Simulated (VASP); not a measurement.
Input of a VASP 6.6.1 run:

File INCAR:

```
SYSTEM = Mo
PREC = Accurate
ENCUT = 600
EDIFF = 1E-6
ISMEAR = 0
SIGMA = 0.1
LREAL = .FALSE.
LASPH = .TRUE.
NELM = 60
ALGO = Fast
ISIF = 3
LWAVE = .FALSE.
LCHARG = .FALSE.
GGA = PE
IBRION = 2
NSW = 50
EDIFFG = -0.003
PSTRESS = 450.0
```

KPOINTS

```
regular mesh
0
G
  20 20 20
  0 0 0
```

Contents of POSCAR:

```
Mo
1.0
   -1.5184776336      1.5184776336      1.5184776336
    1.5184776336     -1.5184776336      1.5184776336
    1.5184776336      1.5184776336     -1.5184776336
Mo
1
Direct
    0.0000000000      0.0000000000      0.0000000000
```

Potentials or basis: VASP PAW PBE potentials, release 64 (Mo_sv).

Launch:

```bash
$ cat potpaw_PBE.64/Mo_sv/POTCAR > POTCAR
$ mpirun -np 1 vasp_std > vasp.out
```

Predict the relaxed volume.

13.86 Å³/atom.

Estimate the relaxed cell.

a = 2.621 Å, b = 2.621 Å, c = 2.621 Å, α = 109.47°, β = 109.47°, γ = 109.47°.

Predict the band gap on the k mesh.

zero (band 7 reaches 19.34 eV, above the bottom of band 8 at 13.01 eV).

Predict the space group after relaxing (to 0.05 Å).

Im-3m (No. 229).

Final structure:
```
Mo
1.0
    -1.51337    1.51337    1.51337
     1.51337   -1.51337    1.51337
     1.51337    1.51337   -1.51337
Mo
1
Direct
  0.00000 0.00000 0.00000
```

Caveat: the cell is relaxed towards a set pressure, so the enthalpy falls and the energy may rise.
